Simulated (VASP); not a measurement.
WC: single point with PBEsol

The system is WC.

```
W C
1.0
     0.00000    2.19268    2.19268
     2.02823    0.00000    2.19268
     2.02823    2.19268    0.00000
W C
1 1
Direct
  0.00000 0.00000 0.00000
  0.50000 0.50000 0.50000
```

This cell differs from its parent crystal: strain -0.0750 x Voigt [1, 0, 0, 0, 0, 0].

* Program: VASP 6.6.1
* Task: single point
* Functional: PBEsol
* Potentials or basis: VASP PAW PBE potentials, release 64 (W_sv, C)
* Cutoff: 520 eV
* k mesh: 18 × 18 × 18
* Occupations: gaussian, width 0.15 eV
* Spin: no spin polarisation
* Dipole correction: no
* Further INCAR settings: ALGO = Normal; EDIFF = 1e-07; NBANDS = 16

```json
{
  "Pressure": "29.2 GPa",
  "Band gap on the k mesh": "zero (bands 9 and 10 overlap by 3.39 eV)"
}
```

Stress tensor (GPa, compression positive):
```
76.75  0.00  0.00
 0.00  5.50  0.00
 0.00  0.00  5.50
```

Levels at points of the mesh, in eV from the Fermi level:
```
           k point  band 6  band 7  band 8  band 9  band 10  band 11  band 12  band 13
(0.00, 0.00, 0.00)   -3.33   -3.33   -2.30   -1.52    -1.32    -1.32    -0.84    -0.78
(0.50, 0.00, 0.00)  -10.47   -7.26   -7.13    0.93     1.70     2.87     4.99     8.76
(0.50, 0.50, 0.00)   -6.32   -6.04   -2.55   -2.12     0.80     2.20     3.02     5.88
(0.00, 0.50, 0.50)   -6.43   -4.95   -2.95   -2.95     1.19     2.61     2.61     7.02
```

It took 4.1 min on 1 thread of AMD EPYC 7571, with other jobs on the host, peak memory 0.23 GiB.

Caveat: the cell differs from its parent crystal (strain -0.0750 x Voigt [1, 0, 0, 0, 0, 0]); the stress differs along the axes, from 5 to 77 GPa; the PAW data sets were made with another functional, which shifts forces and pressure a little; spin-orbit coupling is left out, which moves the levels of the heavy elements.
